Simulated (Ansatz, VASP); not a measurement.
# Two plane-wave programs on Ba

The input POSCAR:

```
Ba
1.0
   -2.4896773455      2.4896773455      2.4896773455
    2.4896773455     -2.4896773455      2.4896773455
    2.4896773455      2.4896773455     -2.4896773455
Ba
1
Direct
    0.0000000000      0.0000000000      0.0000000000
```

INCAR.step1

```
SYSTEM = Ba
PREC     = Accurate       ! precision mode
ENCUT    = 520            ! plane-wave cutoff, eV
ISMEAR   = -1             ! smearing method
SIGMA    = 0.05           ! smearing width, eV
LREAL    = .FALSE.        ! projectors in reciprocal space
LASPH    = .TRUE.         ! aspherical terms in the spheres
NELM     = 80             ! most SCF steps
NBANDS   = 11             ! bands
GGA      = PE             ! functional
ALGO     = Normal         ! electronic algorithm
EDIFF    = 1E-4           ! SCF threshold, eV
LWAVE    = .TRUE.         ! write WAVECAR
LCHARG   = .FALSE.        ! write CHGCAR
```

INCAR.step2

```
SYSTEM = Ba
PREC     = Accurate       ! precision mode
ENCUT    = 520            ! plane-wave cutoff, eV
EDIFF    = 1E-6           ! SCF threshold, eV
ISMEAR   = -1             ! smearing method
SIGMA    = 0.05           ! smearing width, eV
LREAL    = .FALSE.        ! projectors in reciprocal space
LASPH    = .TRUE.         ! aspherical terms in the spheres
NELM     = 80             ! most SCF steps
ALGO     = Normal         ! electronic algorithm
ISIF     = 2              ! what is computed and relaxed
LWAVE    = .FALSE.        ! write WAVECAR
LCHARG   = .FALSE.        ! write CHGCAR
METAGGA  = R2SCAN         ! meta-GGA
LMIXTAU  = .TRUE.       
NBANDS   = 11             ! bands
ISTART   = 1
```

Contents of KPOINTS:

```
Automatic mesh
0
G
  8 8 8
  0 0 0
```

The input input.yaml:

```yaml
crystal:
  lattice:
    - [-2.4896773455, 2.4896773455, 2.4896773455]
    - [2.4896773455, -2.4896773455, 2.4896773455]
    - [2.4896773455, 2.4896773455, -2.4896773455]
  atoms:
    - { symbol: Ba, position: [0.0, 0.0, 0.0] }
hamiltonian:
  xc: r2scan
  pseudopotentials: { kind: paw }
kpoints:
  mp_grid: { grid: [8, 8, 8] }
scf:
  occupations: { method: fermi_dirac, width: 0.05 }
output:
  forces: true
  stress: true
  eigenvalues: true
```

Alike in both runs: task single point; functional r2SCAN; k mesh 8 × 8 × 8; occupations fermi-dirac, width 0.05 eV; no spin polarisation.

|  | VASP | Ansatz |
| --- | --- | --- |
| version | VASP 6.6.1 | Ansatz 0.2.0 |
| potentials or method | VASP PAW PBE potentials, release 64 (Ba_sv) | Ansatz PAW |
| plane-wave cutoff (eV) | 520 | 500 |
| valence electrons in the cell | 10 | 10 |

|  | VASP | Ansatz | Ansatz less VASP |
| --- | --- | --- | --- |
| gap on the k mesh at the Fermi level (eV) | none | none | - |
| pressure (GPa) | 0.5 | 0.5 | -0.05 |

VASP's potentials were made for PBE, not for r2SCAN. A gap of «none» marks a metal or a gap that the smearing closes.

Neither program's run includes spin-orbit coupling.
